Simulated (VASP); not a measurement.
## P: single point with BLYP

Crystal: P.

```
P
1.0
     3.35311    0.00000    0.00000
    -1.67656    2.90388    0.00000
     0.00000    0.00000    3.23858
P
2
Direct
  0.33333 0.66667 0.25000
  0.66667 0.33333 0.75000
```

This cell differs from its parent crystal: volume scaled by 0.92.

| Property | Result |
| --- | --- |
| Program | VASP 6.6.1 |
| Task | single point |
| Functional | BLYP |
| Potentials or basis | VASP PAW PBE potentials, release 64 (P) |
| Cutoff | 520 eV |
| k mesh | 12 × 12 × 11 |
| Occupations | fermi-dirac, width 0.1 eV |
| Spin | no spin polarisation |
| Dipole correction | no |
| Further INCAR settings | ALGO = Normal; EDIFF = 1e-06; NBANDS = 12 |

The pressure is 6.5 GPa and the band gap on the k mesh is zero (band 5 reaches 10.41 eV, above the bottom of band 6 at 6.07 eV).

Stress tensor (GPa, compression positive):
```
5.93 0.00 0.00
0.00 5.93 0.00
0.00 0.00 7.73
```

Levels at points of the mesh, in eV from the Fermi level:
```csv
k point,band 2,band 3,band 4,band 5,band 6,band 7,band 8,band 9
"(0.00, 0.00, 0.00)",-3.78,-3.64,-1.89,-1.89,2.13,2.13,3.22,7.49
"(0.50, 0.00, 0.00)",-10.73,-3.97,-1.72,-1.13,1.22,2.83,3.69,6.05
```

Run time: 33 s on 1 thread of Intel Xeon 6975P-C, with other jobs on the host, peak memory 0.16 GiB.

Caveat: the PAW data sets were made with another functional, which shifts forces and pressure a little.
